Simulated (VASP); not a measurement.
**HgTe: single point with HSE06**

The system is HgTe.

```
CELL_PARAMETERS angstrom
0.00000 3.28916 3.28916
3.28916 0.00000 3.28916
3.28916 3.28916 0.00000
ATOMIC_POSITIONS crystal
Hg 0.00000 0.00000 0.00000
Te 0.25000 0.25000 0.25000
```

```
Program             : VASP 6.6.1
Task                : single point
Functional          : HSE06
Potentials or basis : VASP PAW PBE potentials, release 64 (Hg, Te)
Cutoff              : 520 eV
k mesh              : 4 × 4 × 4
Occupations         : fermi-dirac, width 0.02 eV
Spin                : no spin polarisation
```

```yaml
Pressure: 0.1 GPa
Band_gap_on_the_k_mesh: zero (filled and empty bands touch)
```

Levels at points of the mesh, in eV from the Fermi level:
```csv
k point,band 5,band 6,band 7,band 8,band 9,band 10,band 11,band 12,band 13,band 14
"(0.00, 0.00, 0.00)",-7.72,-7.72,-0.27,-0.01,-0.01,-0.01,5.06,5.06,5.06,7.37
"(0.50, 0.00, 0.00)",-7.70,-7.39,-5.54,-0.98,-0.98,1.34,5.85,5.85,7.68,8.75
"(0.50, 0.50, 0.00)",-7.66,-7.24,-5.56,-2.24,-2.24,2.59,3.20,9.02,9.77,9.77
```

It took 11 min on 1 thread of AMD EPYC 7R13 Processor (Zen 3), with other jobs on the host, peak memory 0.29 GiB.

Caveat: the k points lie up to 0.41 Å⁻¹ apart; the PAW data sets were made with another functional, which shifts forces and pressure a little; spin-orbit coupling is left out, which moves the levels of the heavy elements.
